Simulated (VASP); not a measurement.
# TaC3 (P6/mmm) in VASP: further runs

TaC3 is run at these levels: PBE; tasks: single point, relaxation of cell and atoms.

All numbers are computed with VASP 6.6.1; they aren't measurements. Logs are shortened: lines on timing, memory, paths and dates and some standing lists are left out, and cuts for length are marked.

## 1. The cell of the first run

Symmetry: P6/mmm, No. 191, hexagonal system. The conventional cell has a = 3.878 Å, b = 3.878 Å, c = 4.200 Å, α = 90.00°, β = 90.00°, γ = 120.00°. Ta (site symmetry 6/mmm) has 8 C at 2.10 to 2.24 Å within 2.8 Å. C (site symmetry -6m2) has 3 Ta at 2.24 Å and 3 C at 2.24 Å within 3.0 Å. C (site symmetry 6/mmm) has 2 Ta at 2.10 Å within 2.8 Å.

## 2. Single point, PBE

File INCAR:

```
PREC = Accurate
ENCUT = 520
EDIFF = 1E-6
ISMEAR = 0
SIGMA = 0.1
LREAL = F
LASPH = T
NELM = 100
ALGO = Normal
ISIF = 2
LWAVE = F
LCHARG = F
GGA = PE
NBANDS = 20
```

File KPOINTS:

```
regular mesh
0
Gamma
  12 12 12
```

File POSCAR:

```
TaC3
1.0
    3.8781353600      0.0000000000      0.0000000000
   -1.9390676800      3.3585637411      0.0000000000
    0.0000000000      0.0000000000      4.2001090641
Ta C
1 3
Direct
    0.0000000000      0.0000000000      0.0000000000
    0.3333333333      0.6666666667      0.0000000000
    0.6666666667      0.3333333333      0.0000000000
    0.0000000000      0.0000000000      0.5000000000
```

Potentials or basis: VASP PAW PBE potentials, release 64 (Ta_pv, C).

Command:

```console
$ cat potpaw_PBE.64/Ta_pv/POTCAR potpaw_PBE.64/C/POTCAR > POTCAR
$ mpirun -np 1 vasp_std > vasp.out
```

OUTCAR:

```text
PREC = Accurate
   ENCUT = 520
   EDIFF = 1E-6
   ISMEAR = 0
   LREAL = F
   LASPH = T
   NELM = 100
   ISIF = 2
   GGA = PE

 ion  position               nearest neighbor table
   1  0.000  0.000  0.000-   4 2.10   4 2.10   2 2.24   3 2.24   3 2.24   2 2.24   3 2.24   2 2.24

   2  0.333  0.667  0.000-   1 2.24   1 2.24   1 2.24
   3  0.667  0.333  0.000-   1 2.24   1 2.24   1 2.24
   4  0.000  0.000  0.500-   1 2.10   1 2.10

  LATTYP: Found a hexagonal cell.
 ALAT       =     3.8781353600
 C/A-ratio  =     1.0830228123

  Lattice vectors:

 A1 = (   3.8781353600,   0.0000000000,   0.0000000000)
 A2 = (  -1.9390676800,   3.3585637411,   0.0000000000)
 A3 = (   0.0000000000,   0.0000000000,   4.2001090641)

Analysis of symmetry for initial positions (statically):
=====================================================================
 Subroutine PRICEL returns:
 Original cell was already a primitive cell.

 Routine SETGRP: Setting up the symmetry group for a
 hexagonal supercell.

 Subroutine GETGRP returns: Found 24 space group operations
 (whereof 24 operations were pure point group operations)
 out of a pool of 24 trial point group operations.

The static configuration has the point symmetry D_6h.

Analysis of symmetry for dynamics (positions and initial velocities):
=====================================================================
 Subroutine PRICEL returns:
 Original cell was already a primitive cell.

 Routine SETGRP: Setting up the symmetry group for a
 hexagonal supercell.

 Subroutine GETGRP returns: Found 24 space group operations
 (whereof 24 operations were pure point group operations)
 out of a pool of 24 trial point group operations.

The dynamic configuration has the point symmetry D_6h.

 Subroutine INISYM returns: Found 24 space group operations
 (whereof 24 operations are pure point group operations),
 and found     1 'primitive' translations

----------------------------------------------------------------------------------------

                                     Primitive cell

  volume of cell :      54.7063

  direct lattice vectors                    reciprocal lattice vectors
     3.878135360  0.000000000  0.000000000     0.257855878  0.148873161  0.000000000
    -1.939067680  3.358563741  0.000000000     0.000000000  0.297746322  0.000000000
     0.000000000  0.000000000  4.200109064     0.000000000  0.000000000  0.238089055

  length of vectors
     3.878135360  3.878135360  4.200109064     0.297746322  0.297746322  0.238089055

  position of ions in fractional coordinates (direct lattice)
     0.000000000  0.000000000  0.000000000
     0.333333333  0.666666667  0.000000000
     0.666666667  0.333333333  0.000000000
     0.000000000  0.000000000  0.500000000

  ion indices of the primitive-cell ions
   primitive index   ion index
                 1           1
                 2           2
                 3           3
                 4           4

----------------------------------------------------------------------------------------

 KPOINTS: regular mesh

Automatic generation of k-mesh.
 Grid dimensions read from file:
 generate k-points for:   12   12   12

 Generating k-lattice:

  Cartesian coordinates                     Fractional coordinates (reciprocal lattice)
     0.021487990  0.012406097  0.000000000     0.083333333 -0.000000000  0.000000000
     0.000000000  0.024812193  0.000000000     0.000000000  0.083333333  0.000000000
     0.000000000  0.000000000  0.019840755     0.000000000  0.000000000  0.083333333

  Length of vectors
     0.024812193  0.024812193  0.019840755

  Shift w.r.t. Gamma in fractional coordinates (k-lattice)
     0.000000000  0.000000000  0.000000000

 Subroutine IBZKPT returns following result:
 ===========================================

 Found    133 irreducible k-points:

 Following reciprocal coordinates:
            Coordinates               Weight
  0.000000  0.000000  0.000000      1.000000
  0.083333  0.000000  0.000000      6.000000
  0.166667  0.000000  0.000000      6.000000
  0.250000 -0.000000  0.000000      6.000000
  0.333333 -0.000000  0.000000      6.000000
  0.416667 -0.000000  0.000000      6.000000
[... 16 lines left out ...]
  0.250000 -0.000000  0.083333     12.000000
  0.333333 -0.000000  0.083333     12.000000
 [... further k-points ...]
   k-points           NKPTS =    133   k-points in BZ     NKDIM =    133   number of bands    NBANDS=     20
   number of dos      NEDOS =    301   number of ions     NIONS =      4
   total plane-waves  NPLWV =  28800
   dimension x,y,z NGX =    30 NGY =   30 NGZ =   32
   dimension x,y,z NGXF=    60 NGYF=   60 NGZF=   64
   ions per type =               1   3
   NGX,Y,Z   is equivalent  to a cutoff of  12.86, 12.86, 12.67 a.u.
   NGXF,Y,Z  is equivalent  to a cutoff of  25.72, 25.72, 25.33 a.u.
 SYSTEM =  unknown system
   PREC   = accura    normal or accurate (medium, high low for compatibility)
   ISTART =      0    job   : 0-new  1-cont  2-samecut
   ICHARG =      2    charge: 1-file 2-atom 10-const
   ISPIN  =      1    spin polarized calculation?
   LNONCOLLINEAR =      F non collinear calculations
   LSORBIT =      F    spin-orbit coupling
   LASPH  =      T    aspherical Exc in radial PAW
   ENCUT  =  520.0 eV  38.22 Ry    6.18 a.u.   7.21  7.21  7.81*2*pi/ulx,y,z
   NELM   =    100;   NELMIN=  2; NELMDL= -5     # of ELM steps
   EDIFF  = 0.1E-05   stopping-criterion for ELM
   LREAL  =      F    real-space projection
   EDIFFG = 0.1E-04   stopping-criterion for IOM
   NSW    =      0    number of steps for IOM
   IBRION =     -1    ionic relax: 0-MD 1-quasi-New 2-CG
   NFREE  =      0    steps in history (QN), initial steepest desc. (CG)
   ISIF   =      2    stress and relaxation
   ISYM   =      2    0-nonsym 1-usesym 2-fastsym
   POTIM  = 0.5000    time-step for ionic-motion
   TEBEG  =    0.0;   TEEND  =   0.0 temperature during run
   PSTRESS=    0.0 pullay stress
   NELECT =      23.0000    total number of electrons
   NUPDOWN=      -1.0000    fix difference up-down
   EMIN   =  10.00;   EMAX   =-10.00  energy-range for DOS
   EFERMI =   0.00;   METHOD = LEGACY
   ISMEAR =     0;   SIGMA  =   0.10  broadening in eV -4-tet -1-fermi 0-gaus
   EFERMI_NEDOS =   21; number of points for ismear=-14 and -15
   IALGO  =     38    algorithm
   IMIX   =      4    mixing-type and parameters
     AMIX     =   0.40;   BMIX     =  1.00
     AMIX_MAG =   1.60;   BMIX_MAG =  1.00
  volume/ion in A,a.u.               =      13.68        92.29
  Fermi-wavevector in a.u.,A,eV,Ry     =   1.226418  2.317593 20.464527  1.504100
  Thomas-Fermi vector in A             =   2.361419
   LORBIT       =      0    0 simple, 1 ext, 2 COOP (PROOUT), +10 PAW based schemes
   GGA     = PE    functional components
   LHFCALC =     F    Hartree Fock is set to
   AEXX    =    0.0000 exact exchange contribution
   IVDW    =     0    specifies the selected vdW correction
   LEPSILON=     F    determine dielectric tensor
   LRPA    =     F    only Hartree local field effects (RPA)
 non-spin polarized calculation
 Gauss-broadening in eV      SIGMA  =   0.10
  energy-cutoff  :      520.00
  volume of cell :       54.71
 maximum number of plane-waves:      1494
 NGX is ok and might be reduce to    30
   NGX = 15   NGY = 15   NGZ = 15

 number of electron      22.9999999 magnetization

 Free energy of the ion-electron system (eV)
  ---------------------------------------------------
  ext. energy  EPLUGINS =         0.00000000
  ---------------------------------------------------
  free energy    TOTEN  =       -29.74268234 eV

  energy without entropy =      -29.72574449  energy(sigma->0) =      -29.73421342

 E-fermi :   2.7354     XC(G=0): -10.4311

 val. band max:        2.7240163721   @ k =   0.2500   0.0833   0.1667
 cond. band min:       2.7538126839   @ k =   0.0833   0.0000   0.0833
 fundamental gap:      0.0297963119
 Fermi energy:         2.7353696567

 k-point     1 :       0.0000    0.0000    0.0000
  band No.  band energies     occupation
      1     -30.8666      2.00000
      2     -30.8100      2.00000
      3     -30.8100      2.00000
      4     -10.4163      2.00000
      5      -6.8534      2.00000
      6      -2.7362      2.00000
[... 12 lines left out ...]
     19      10.9320      0.00000
     20      12.3540      0.00000

 k-point     2 :       0.0833    0.0000    0.0000
  band No.  band energies     occupation
      1     -30.8661      2.00000
      2     -30.8166      2.00000
      3     -30.8117      2.00000
      4     -10.3151      2.00000
      5      -6.8400      2.00000
      6      -3.7695      2.00000
[... 12 lines left out ...]
     19      11.0823      0.00000
     20      12.3295      0.00000

 k-point     3 :       0.1667    0.0000    0.0000
  band No.  band energies     occupation
      1     -30.8647      2.00000
      2     -30.8348      2.00000
      3     -30.8165      2.00000
      4     -10.0196      2.00000
      5      -6.8048      2.00000
      6      -4.6970      2.00000
[... 12 lines left out ...]
     19      11.4389      0.00000
     20      12.2809      0.00000

 k-point     4 :       0.2500   -0.0000    0.0000
  band No.  band energies     occupation
      1     -30.8627      2.00000
      2     -30.8594      2.00000
      3     -30.8230      2.00000
      4      -9.5548      2.00000
      5      -6.7644      2.00000
      6      -5.4866      2.00000
[... 12 lines left out ...]
     19      11.5931      0.00000
     20      12.1390      0.00000

 k-point     5 :       0.3333   -0.0000    0.0000
  band No.  band energies     occupation
      1     -30.8839      2.00000
      2     -30.8608      2.00000
      3     -30.8295      2.00000
      4      -8.9634      2.00000
      5      -6.7587      2.00000
      6      -6.1458      2.00000
[... 12 lines left out ...]
     19      10.7523      0.00000
     20      12.4961      0.00000
[... 353 lines left out ...]
      6      -3.7659      2.00000
[... 12 lines left out ...]
     19      11.2797      0.00000
     20      12.3317      0.00000

 k-point    22 :       0.1667    0.0000    0.0833
  band No.  band energies     occupation
      1     -30.8658      2.00000
      2     -30.8346      2.00000
      3     -30.8164      2.00000
      4      -9.9993      2.00000
      5      -6.7574      2.00000
      6      -4.6929      2.00000
[... 12 lines left out ...]
     19      11.5992      0.00000
     20      12.2955      0.00000

 k-point    23 :       0.2500   -0.0000    0.0833
  band No.  band energies     occupation
      1     -30.8638      2.00000
      2     -30.8593      2.00000
      3     -30.8229      2.00000
      4      -9.5336      2.00000
      5      -6.7137      2.00000
      6      -5.4820      2.00000
[... 12 lines left out ...]
     19      11.6276      0.00000
     20      12.2642      0.00000

 k-point    24 :       0.3333   -0.0000    0.0833
  band No.  band energies     occupation
      1     -30.8837      2.00000
      2     -30.8618      2.00000
      3     -30.8294      2.00000
      4      -8.9410      2.00000
      5      -6.7056      2.00000
      6      -6.1396      2.00000
[... 12 lines left out ...]
     19      11.0224      0.00000
     20      12.3478      0.00000

 [... further k-points ...]
[... 5 lines left out ...]
  --------------------------------------------------------------------------------------
  -------------------------------------------------------------------------------------
  Total        0.1327228      0.1327228      0.1099317      0.0000000     -0.0000000      0.0000000
  in kB        3.8870412      3.8870412      3.2195602      0.0000000     -0.0000000      0.0000000
  external PRESSURE =       3.6645475 kB  Pullay stress =       0.0000000 kB

 VOLUME and BASIS-vectors are now :
 -----------------------------------------------------------------------------
  energy-cutoff  :      520.00
  volume of cell :       54.71
      direct lattice vectors                 reciprocal lattice vectors
     3.878135360  0.000000000  0.000000000     0.257855878  0.148873161  0.000000000
    -1.939067680  3.358563741  0.000000000     0.000000000  0.297746322  0.000000000
     0.000000000  0.000000000  4.200109064     0.000000000  0.000000000  0.238089055

 POSITION                                       TOTAL-FORCE (eV/Angst)
 -----------------------------------------------------------------------------------
      0.00000      0.00000      0.00000        -0.000000      0.000000     -0.000000
     -0.00000      2.23904      0.00000         0.000000     -0.000000      0.000000
      1.93907      1.11952      0.00000        -0.000000      0.000000     -0.000000
      0.00000      0.00000      2.10005        -0.000000      0.000000     -0.000000
 -----------------------------------------------------------------------------------
    total drift:                               -0.000000      0.000000      0.000000

  FREE ENERGIE OF THE ION-ELECTRON SYSTEM (eV)
  ---------------------------------------------------
  free  energy   TOTEN  =       -29.7426823386 eV

  energy  without entropy=      -29.7257444916  energy(sigma->0) =      -29.73421342
```

Run time: 1.7 min. Hardware: 1 thread of Intel Xeon Platinum 8488C (Sapphire Rapids), shared host; peak memory 0.26 GiB.

What came out:

```yaml
Free_energy: -29.7427 eV
Pressure: 0.4 GPa
```

Levels at points of the mesh, in eV from the Fermi level:
| k point | band 9 | band 10 | band 11 | band 12 | band 13 | band 14 | band 15 | band 16 |
| --- | --- | --- | --- | --- | --- | --- | --- | --- |
| (0.00, 0.00, 0.00) | -2.69 | 0.31 | 0.31 | 1.53 | 2.16 | 2.16 | 2.37 | 3.11 |
| (0.50, 0.00, 0.00) | -2.56 | -0.54 | -0.35 | -0.33 | 0.81 | 1.28 | 1.75 | 2.89 |
| (0.00, 0.00, 0.50) | -3.98 | -1.65 | -1.17 | -1.17 | 2.09 | 2.47 | 2.47 | 5.87 |
| (0.50, 0.00, 0.50) | -3.11 | -2.60 | -1.58 | -0.51 | 0.10 | 2.19 | 2.90 | 5.70 |

Caveat: spin-orbit coupling is left out, which moves the levels of the heavy elements.

(Part 1 of 2 ends here.)
